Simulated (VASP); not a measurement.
Set up this calculation in VASP 6.6.1, as the native input.

```
Task                   : single point
Functional             : PBEsol
Potentials or basis    : VASP PAW PBE potentials, release 64 (Sn_d, O)
Cutoff                 : 520 eV
k mesh                 : 12 × 12 × 12
Occupations            : gaussian, width 0.05 eV
Spin                   : no spin polarisation
Dipole correction      : no
Further INCAR settings : ALGO = Normal; EDIFF = 1e-07; NBANDS = 20
```

The structure of SnO2 lies in POSCAR:

```
SnO2
1.0
    1.6856500000      0.9732104813      4.2927333333
   -1.6856500000      0.9732104813      4.2927333333
    0.0000000000     -1.9464209625      4.2927333333
Sn O
1 2
Direct
    0.5000000000      0.5000000000      0.5000000000
    0.2414378084      0.2414378084      0.2414378084
    0.7585621916      0.7585621916      0.7585621916
```

These files were run (other wordings do the same):

INCAR

```
SYSTEM = SnO2
PREC = Accurate
ENCUT = 520
EDIFF = 1E-7
ISMEAR = 0
SIGMA = 0.05
LREAL = .False.
LASPH = .True.
NELM = 100
ALGO = Normal
ISIF = 2
LWAVE = .False.
LCHARG = .False.
GGA = PS
NBANDS = 20
```

KPOINTS

```
regular mesh
0
Gamma
  12 12 12
  0 0 0
```

Potentials or basis: VASP PAW PBE potentials, release 64 (Sn_d, O).

The run is started by

```bash
$ cat potpaw_PBE.64/Sn_d/POTCAR potpaw_PBE.64/O/POTCAR > POTCAR
$ mpirun -np 1 vasp_std > vasp.out
```

Results of the run:

```json
{
  "Pressure": "-13.2 GPa",
  "Largest force": "0.451 eV/Å",
  "Band gap on the k mesh": "0.74 eV"
}
```

Caveat: the stress differs along the axes, from -17 to -5 GPa; semilocal functionals underestimate gaps, and a narrow one can read as zero; the PAW data sets were made with another functional, which shifts forces and pressure a little; spin-orbit coupling is left out, which moves the levels of the heavy elements.

Wall time 2.5 min on 1 thread of AMD EPYC 9R45 96-Core Processor (Zen 5), with other jobs on the host, peak memory 0.27 GiB.
